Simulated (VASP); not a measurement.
# InP (I-4m2) in VASP: single point with PBE

Aim: the single point of InP with PBE.

All numbers are computed with VASP 6.6.1; they aren't measurements. Logs are shortened: lines on timing, memory, paths and dates and some standing lists are left out, and cuts for length are marked.

## 1. The cell of the first run

The structure is tetragonal, space group I-4m2 (No. 119). The conventional cell has a = 3.523 Å, b = 3.523 Å, c = 5.861 Å, α = 90.00°, β = 90.00°, γ = 90.00°. In (site symmetry -4m2) has 4 P at 2.29 Å within 3.0 Å. Within 3.0 Å of P (site symmetry -4m2) lie 4 In at 2.29 Å.

## 2. Single point, PBE (strain -0.1500 x Voigt [1, 1, 0, 0, 0, 0])

The input, INCAR:

```
PREC = Accurate ; ENCUT = 520
EDIFF = 1E-6 ; ISMEAR = 0
SIGMA = 0.05 ; LREAL = False
LASPH = True ; NELM = 100
ALGO = Normal ; ISIF = 2
LWAVE = False ; LCHARG = True
GGA = PE ; LELF = True
LVHAR = True ; NBANDS = 16
```

The input, KPOINTS:

```
regular mesh
0
Gamma
  8 8 8
```

The input, POSCAR:

```
InP
1.0
    0.0000000000      2.4909250000      2.9305000000
    2.4909250000      0.0000000000      2.9305000000
    2.4909250000      2.4909250000      0.0000000000
In P
1 1
Direct
    0.0000000000      0.0000000000      0.0000000000
    0.7500000000      0.7500000000      0.7500000000
```

Potentials or basis: VASP PAW PBE potentials, release 64 (In_d, P).

On the command line:

```bash
> cat potpaw_PBE.64/In_d/POTCAR potpaw_PBE.64/P/POTCAR > POTCAR
> mpirun -np 1 vasp_std > vasp.out
```

OUTCAR:

```text
PREC = Accurate
   ENCUT = 520
   EDIFF = 1E-6
   ISMEAR = 0
   LREAL = False
   LASPH = True
   NELM = 100
   ISIF = 2
   GGA = PE

 ion  position               nearest neighbor table
   1  0.000  0.000  0.000-   2 2.29   2 2.29   2 2.29   2 2.29
   2  0.750  0.750  0.750-   1 2.29   1 2.29   1 2.29   1 2.29

  LATTYP: Found a body centered tetragonal cell.
 ALAT       =     3.5226999179
 C/A-ratio  =     1.6637806616

  Lattice vectors:

 A1 = (  -2.4909250000,   0.0000000000,   2.9305000000)
 A2 = (   2.4909250000,   0.0000000000,   2.9305000000)
 A3 = (   0.0000000000,   2.4909250000,  -2.9305000000)

Analysis of symmetry for initial positions (statically):
=====================================================================
 Subroutine PRICEL returns:
 Original cell was already a primitive cell.

 Routine SETGRP: Setting up the symmetry group for a
 body centered tetragonal supercell.

 Subroutine GETGRP returns: Found  8 space group operations
 (whereof  8 operations were pure point group operations)
 out of a pool of 16 trial point group operations.

The static configuration has the point symmetry D_2d.

Analysis of symmetry for dynamics (positions and initial velocities):
=====================================================================
 Subroutine PRICEL returns:
 Original cell was already a primitive cell.

 Routine SETGRP: Setting up the symmetry group for a
 body centered tetragonal supercell.

 Subroutine GETGRP returns: Found  8 space group operations
 (whereof  8 operations were pure point group operations)
 out of a pool of 16 trial point group operations.

The dynamic configuration has the point symmetry D_2d.

 Subroutine INISYM returns: Found  8 space group operations
 (whereof  8 operations are pure point group operations),
 and found     1 'primitive' translations

----------------------------------------------------------------------------------------

                                     Primitive cell

  volume of cell :      36.3658

  direct lattice vectors                    reciprocal lattice vectors
     0.000000000  2.490925000  2.930500000    -0.200728645  0.200728645  0.170619348
     2.490925000  0.000000000  2.930500000     0.200728645 -0.200728645  0.170619348
     2.490925000  2.490925000  0.000000000     0.200728645  0.200728645 -0.170619348

  length of vectors
     3.846106812  3.846106812  3.522699918     0.331202264  0.331202264  0.331202264

  position of ions in fractional coordinates (direct lattice)
     0.000000000  0.000000000  0.000000000
     0.750000000  0.750000000  0.750000000

  ion indices of the primitive-cell ions
   primitive index   ion index
                 1           1
                 2           2

----------------------------------------------------------------------------------------

 KPOINTS: regular mesh

Automatic generation of k-mesh.
 Grid dimensions read from file:
 generate k-points for:    8    8    8

 Generating k-lattice:

  Cartesian coordinates                     Fractional coordinates (reciprocal lattice)
    -0.025091081  0.025091081  0.021327419     0.125000000 -0.000000000  0.000000000
     0.025091081 -0.025091081  0.021327419    -0.000000000  0.125000000  0.000000000
     0.025091081  0.025091081 -0.021327419     0.000000000  0.000000000  0.125000000

  Length of vectors
     0.041400283  0.041400283  0.041400283

  Shift w.r.t. Gamma in fractional coordinates (k-lattice)
     0.000000000  0.000000000  0.000000000

 Subroutine IBZKPT returns following result:
 ===========================================

 Found     59 irreducible k-points:

 Following reciprocal coordinates:
            Coordinates               Weight
  0.000000  0.000000  0.000000      1.000000
  0.125000 -0.000000  0.000000      8.000000
  0.250000 -0.000000  0.000000      8.000000
  0.375000  0.000000  0.000000      8.000000
  0.500000 -0.000000  0.000000      4.000000
  0.125000  0.125000  0.000000      2.000000
[... 16 lines left out ...]
  0.250000 -0.000000  0.125000     16.000000
  0.375000  0.000000  0.125000     16.000000
 [... further k-points ...]
   k-points           NKPTS =     59   k-points in BZ     NKDIM =     59   number of bands    NBANDS=     16
   number of dos      NEDOS =    301   number of ions     NIONS =      2
   total plane-waves  NPLWV =  25200
   dimension x,y,z NGX =    30 NGY =   30 NGZ =   28
   dimension x,y,z NGXF=    60 NGYF=   60 NGZF=   56
   ions per type =               1   1
   NGX,Y,Z   is equivalent  to a cutoff of  12.97, 12.97, 13.21 a.u.
   NGXF,Y,Z  is equivalent  to a cutoff of  25.93, 25.93, 26.43 a.u.
 SYSTEM =  unknown system
   PREC   = accura    normal or accurate (medium, high low for compatibility)
   ISTART =      0    job   : 0-new  1-cont  2-samecut
   ICHARG =      2    charge: 1-file 2-atom 10-const
   ISPIN  =      1    spin polarized calculation?
   LNONCOLLINEAR =      F non collinear calculations
   LSORBIT =      F    spin-orbit coupling
   LASPH  =      T    aspherical Exc in radial PAW
   ENCUT  =  520.0 eV  38.22 Ry    6.18 a.u.   7.15  7.15  6.55*2*pi/ulx,y,z
   NELM   =    100;   NELMIN=  2; NELMDL= -5     # of ELM steps
   EDIFF  = 0.1E-05   stopping-criterion for ELM
   LREAL  =      F    real-space projection
   EDIFFG = 0.1E-04   stopping-criterion for IOM
   NSW    =      0    number of steps for IOM
   IBRION =     -1    ionic relax: 0-MD 1-quasi-New 2-CG
   NFREE  =      0    steps in history (QN), initial steepest desc. (CG)
   ISIF   =      2    stress and relaxation
   ISYM   =      2    0-nonsym 1-usesym 2-fastsym
   POTIM  = 0.5000    time-step for ionic-motion
   TEBEG  =    0.0;   TEEND  =   0.0 temperature during run
   PSTRESS=    0.0 pullay stress
   NELECT =      18.0000    total number of electrons
   NUPDOWN=      -1.0000    fix difference up-down
   EMIN   =  10.00;   EMAX   =-10.00  energy-range for DOS
   EFERMI =   0.00;   METHOD = LEGACY
   ISMEAR =     0;   SIGMA  =   0.05  broadening in eV -4-tet -1-fermi 0-gaus
   EFERMI_NEDOS =   21; number of points for ismear=-14 and -15
   IALGO  =     38    algorithm
   IMIX   =      4    mixing-type and parameters
     AMIX     =   0.40;   BMIX     =  1.00
     AMIX_MAG =   1.60;   BMIX_MAG =  1.00
  volume/ion in A,a.u.               =      18.18       122.70
  Fermi-wavevector in a.u.,A,eV,Ry     =   1.294995  2.447185 22.817124  1.677011
  Thomas-Fermi vector in A             =   2.426542
   LORBIT       =      0    0 simple, 1 ext, 2 COOP (PROOUT), +10 PAW based schemes
   GGA     = PE    functional components
   LHFCALC =     F    Hartree Fock is set to
   AEXX    =    0.0000 exact exchange contribution
   IVDW    =     0    specifies the selected vdW correction
   LEPSILON=     F    determine dielectric tensor
   LRPA    =     F    only Hartree local field effects (RPA)
 non-spin polarized calculation
 Gauss-broadening in eV      SIGMA  =   0.05
  energy-cutoff  :      520.00
  volume of cell :       36.37
 maximum number of plane-waves:       996
 NGX is ok and might be reduce to    30
   NGX = 15   NGY = 15   NGZ = 13

 number of electron      18.0000001 magnetization

 Free energy of the ion-electron system (eV)
  ---------------------------------------------------
  ext. energy  EPLUGINS =         0.00000000
  ---------------------------------------------------
  free energy    TOTEN  =        -6.47310872 eV

  energy without entropy =       -6.47310859  energy(sigma->0) =       -6.47310866

 E-fermi :  10.0347     XC(G=0): -10.8362

 val. band max:        9.8984498123   @ k =   0.0000   0.0000   0.0000
 cond. band min:      10.1708545097   @ k =   0.5000   0.0000   0.5000
 fundamental gap:      0.2724046974
 Fermi energy:        10.0346519777

 k-point     1 :       0.0000    0.0000    0.0000
  band No.  band energies     occupation
      1      -5.9514      2.00000
      2      -5.8245      2.00000
      3      -5.8245      2.00000
      4      -5.5990      2.00000
      5      -5.4574      2.00000
      6      -4.6819      2.00000
[... 8 lines left out ...]
     15      19.1051      0.00000
     16      19.9297      0.00000

 k-point     2 :       0.1250   -0.0000    0.0000
  band No.  band energies     occupation
      1      -5.9737      2.00000
      2      -5.8661      2.00000
      3      -5.8070      2.00000
      4      -5.5712      2.00000
      5      -5.4658      2.00000
      6      -4.3865      2.00000
[... 8 lines left out ...]
     15      19.7443      0.00000
     16      19.9362      0.00000

 k-point     3 :       0.2500   -0.0000    0.0000
  band No.  band energies     occupation
      1      -6.0897      2.00000
      2      -5.8487      2.00000
      3      -5.7679      2.00000
      4      -5.5206      2.00000
      5      -5.4823      2.00000
      6      -3.5814      2.00000
[... 8 lines left out ...]
     15      18.8109      0.00000
     16      20.0581      0.00000

 k-point     4 :       0.3750    0.0000    0.0000
  band No.  band energies     occupation
      1      -6.1942      2.00000
      2      -5.8256      2.00000
      3      -5.7358      2.00000
      4      -5.4910      2.00000
      5      -5.4599      2.00000
      6      -2.4291      2.00000
[... 8 lines left out ...]
     15      19.3969      0.00000
     16      20.7562      0.00000
[... 324 lines left out ...]
 k-point    22 :       0.1250    0.0000    0.1250
  band No.  band energies     occupation
      1      -5.9571      2.00000
      2      -5.8983      2.00000
      3      -5.7985      2.00000
      4      -5.5715      2.00000
      5      -5.4769      2.00000
      6      -4.2489      2.00000
[... 8 lines left out ...]
     15      18.4902      0.00000
     16      20.3061      0.00000

 k-point    23 :       0.2500   -0.0000    0.1250
  band No.  band energies     occupation
      1      -6.0770      2.00000
      2      -5.8391      2.00000
      3      -5.7643      2.00000
      4      -5.5525      2.00000
      5      -5.4847      2.00000
      6      -3.5958      2.00000
[... 8 lines left out ...]
     15      18.2781      0.00000
     16      21.2981      0.00000

 k-point    24 :       0.3750    0.0000    0.1250
  band No.  band energies     occupation
      1      -6.1803      2.00000
      2      -5.8016      2.00000
      3      -5.7300      2.00000
      4      -5.5391      2.00000
      5      -5.4585      2.00000
      6      -2.5390      2.00000
[... 8 lines left out ...]
     15      19.6214      0.00000
     16      21.5151      0.00000

 [... further k-points ...]

------------------------ aborting loop because EDIFF is reached ----------------------------------------

  FORCE on cell =-STRESS in cart. coord.  units (eV):
  Direction    XX          YY          ZZ          XY          YZ          ZX
  --------------------------------------------------------------------------------------
  -------------------------------------------------------------------------------------
  Total       11.5246352     11.5246352     10.6304113      0.0000000     -0.0000000      0.0000000
  in kB      507.7439378    507.7439378    468.3468731      0.0000000     -0.0000000      0.0000000
  external PRESSURE =     494.6115829 kB  Pullay stress =       0.0000000 kB

 VOLUME and BASIS-vectors are now :
 -----------------------------------------------------------------------------
  energy-cutoff  :      520.00
  volume of cell :       36.37
      direct lattice vectors                 reciprocal lattice vectors
     0.000000000  2.490925000  2.930500000    -0.200728645  0.200728645  0.170619348
     2.490925000  0.000000000  2.930500000     0.200728645 -0.200728645  0.170619348
     2.490925000  2.490925000  0.000000000     0.200728645  0.200728645 -0.170619348

 POSITION                                       TOTAL-FORCE (eV/Angst)
 -----------------------------------------------------------------------------------
      0.00000      0.00000      0.00000        -0.000000     -0.000000      0.000000
      3.73639      3.73639      4.39575         0.000000      0.000000     -0.000000
 -----------------------------------------------------------------------------------
    total drift:                               -0.000001     -0.000001     -0.000006

  FREE ENERGIE OF THE ION-ELECTRON SYSTEM (eV)
  ---------------------------------------------------
  free  energy   TOTEN  =        -6.4731087231 eV

  energy  without entropy=       -6.4731085911  energy(sigma->0) =       -6.47310866
```

It took 59 s on 1 thread of Intel Xeon 8259CL, shared host; peak memory 0.18 GiB.

Results:

```
Free energy            : -6.4731 eV
Pressure               : 49.5 GPa
Band gap on the k mesh : 0.27 eV, indirect (least direct gap 1.84 eV)
```

Caveat: the cell differs from its parent crystal (strain -0.1500 x Voigt [1, 1, 0, 0, 0, 0]); spin-orbit coupling is left out, which moves the levels of the heavy elements.
